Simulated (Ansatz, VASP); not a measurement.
**Two plane-wave programs on Cd4Te**

```
Cd Te
1.0
     5.45936    0.00000    0.00000
     0.00000    5.45936    0.00000
     0.00000    0.00000    5.45936
Cd Te
4 1
Direct
  0.50000 0.50000 0.50000
  0.00000 0.50000 0.50000
  0.50000 0.00000 0.50000
  0.50000 0.50000 0.00000
  0.00000 0.00000 0.00000
```

Change from the starting cell: species swapped into the Mn4N type (Pm-3m, No. 221).

Alike in both runs: functional PBE; k mesh 4 × 4 × 4; occupations gaussian, width 0.1 eV; no spin polarisation.

Ansatz relaxed the structure, and its values are those at the end. VASP's run is a single point on that final structure, the one shown.

|  | VASP | Ansatz |
| --- | --- | --- |
| version | VASP 6.6.1 | Ansatz 0.2.0 |
| potentials or method | VASP PAW PBE potentials, release 64 (Cd, Te), cutoff 520 eV | scalar-relativistic, plane waves, PAW |
| valence electrons in the cell | 54 | 96 |

|  | VASP | Ansatz | Ansatz less VASP |
| --- | --- | --- | --- |
| gap on the k mesh at the Fermi level (eV) | none | none | - |
| pressure (GPa) | 0.3 | 0.1 | -0.20 |

A gap of «none» marks a metal or a gap that the smearing closes. VASP's potentials hold 54 valence electrons a cell and Ansatz's 96, so a difference there can come from the potentials and not from the codes.

Neither program's run includes spin-orbit coupling.
